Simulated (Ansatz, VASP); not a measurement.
# C: VASP beside Ansatz

```xyz
12
Lattice="4.8359 0.0000 0.0000 -2.4180 4.1880 0.0000 0.0000 0.0000 3.2861" Properties=species:S:1:pos:R:3 pbc="T T T"
C     1.4016    0.0000    0.0000
C    -0.7008    1.2139    2.1908
C     1.7171    2.9742    1.0954
C     3.4343    0.0000    1.6431
C    -1.7171    2.9742    0.5477
C     0.7008    1.2139    2.7385
C     0.0000    3.4193    2.4646
C    -0.5433    2.4783    1.3692
C     0.5433    2.4783    0.2738
C     2.4180    0.7687    0.8215
C     2.9612    1.7097    3.0123
C     1.8747    1.7097    1.9169
```

Alike in both runs: task relaxation of cell and atoms; functional PBE; k mesh 6 × 6 × 6; occupations gaussian, width 0.1 eV; no spin polarisation.

|  | VASP | Ansatz |
| --- | --- | --- |
| version | VASP 6.6.1 | Ansatz 0.2.0 |
| potentials or method | VASP PAW PBE potentials, release 64 (C), cutoff 600 eV | scalar-relativistic, plane waves, PAW |
| valence electrons in the cell | 48 | 48 |

Ansatz gave:

```
gap on the k mesh at the Fermi level, each at its own relaxed structure (eV) : 4.36
relaxed volume (Å³/atom)                                                     : 6.00
relaxed cell length with the largest relative difference (Å)                 : 4.919
```

**Question.** What did VASP give for the same quantities?

**Answer.** gap on the k mesh at the Fermi level, each at its own relaxed structure (eV): 4.35; relaxed volume (Å³/atom): 6.01; relaxed cell length with the largest relative difference (Å): 4.921.
